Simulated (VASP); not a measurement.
Input of a VASP 6.6.1 run:

The input INCAR:

```
PREC     = Accurate       # precision mode
ENCUT    = 750            # plane-wave cutoff, eV
EDIFF    = 1E-6           # SCF threshold, eV
ISMEAR   = 0              # smearing method
SIGMA    = 0.01           # smearing width, eV
LREAL    = False          # projectors in reciprocal space
LASPH    = True           # aspherical terms in the spheres
NELM     = 120            # most SCF steps
ALGO     = Normal         # electronic algorithm
ISIF     = 2              # what is computed and relaxed
LWAVE    = False          # write WAVECAR
LCHARG   = True           # write CHGCAR
GGA      = PE             # functional
LELF     = True           # ELF
LVHAR    = True         
NBANDS   = 9              # bands
GGA_COMPAT= False
```

File KPOINTS:

```
regular mesh
0
Gamma
  4 4 4
```

POSCAR

```
LiH
1.0
    0.0000000000      1.9984726907      1.9984726907
    1.9984726907      0.0000000000      1.9984726907
    1.9984726907      1.9984726907      0.0000000000
Li H
1 1
Direct
    0.0000000000      0.0000000000      0.0000000000
    0.5000000000      0.5000000000      0.5000000000
```

Potentials or basis: VASP PAW PBE potentials, release 64 (Li_sv, H).

Command:

```bash
$ cat potpaw_PBE.64/Li_sv/POTCAR potpaw_PBE.64/H/POTCAR > POTCAR
$ mpirun -np 1 vasp_std > vasp.out
```

Problem. Estimate the pressure.

Solution. 0.4 GPa.

Problem. What does it give for the band gap on the k mesh?

Solution. 2.96 eV, direct.

Caveat: the k points lie up to 0.68 Å⁻¹ apart. A k mesh can miss the band edges.
